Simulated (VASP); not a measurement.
## N: single point with r2SCAN

The system is N.

```xyz
4
Lattice="4.0841 0.0000 0.0000 0.0000 4.0841 0.0000 0.0000 0.0000 5.3459" Properties=species:S:1:pos:R:3 pbc="T T T"
N     3.6931    3.6931    0.0000
N     2.4330    1.6511    2.6730
N     0.3909    0.3909    0.0000
N     1.6511    2.4330    2.6730
```

```json
{
  "Program": "VASP 6.6.1",
  "Task": "single point",
  "Functional": "r2SCAN",
  "Potentials or basis": "VASP PAW PBE potentials, release 64 (N_h)",
  "Cutoff": "1460 eV",
  "k mesh": "3 × 3 × 2",
  "Occupations": "gaussian, width 0.01 eV",
  "Spin": "no spin polarisation"
}
```

```json
{"Pressure": "-2.5 GPa", "Largest force": "1.860 eV/Å", "Band gap on the k mesh": "7.66 eV (least direct gap 7.81 eV)"}
```

Forces in eV/Å, atoms in the order of the input:
```
N    1.315  1.315  0.000
N   -1.315  1.315  0.000
N   -1.315 -1.315  0.000
N    1.315 -1.315  0.000
```

Stress tensor (GPa, compression positive):
```
-3.70  0.00  0.00
 0.00 -3.70  0.00
 0.00  0.00 -0.04
```

Levels at points of the mesh, in eV from the valence-band top:
| k point | band 8 | band 9 | band 10 | band 11 | band 12 | band 13 |
| --- | --- | --- | --- | --- | --- | --- |
| (0.00, 0.00, 0.00) | -1.08 | -0.90 | -0.15 | 7.66 | 8.57 | 8.95 |
| (0.00, 0.00, 0.50) | -1.19 | -0.34 | -0.34 | 8.09 | 8.09 | 8.94 |

Run time: 3.8 min on 1 thread of Intel(R) Xeon(R) Platinum 8259CL CPU @ 2.50GHz (Skylake/Cascade Lake), on a shared host, peak memory 0.49 GiB.

Caveat: the k points lie up to 0.59 Å⁻¹ apart; the PAW data sets were made with another functional, which shifts forces and pressure a little. A k mesh can miss the band edges.
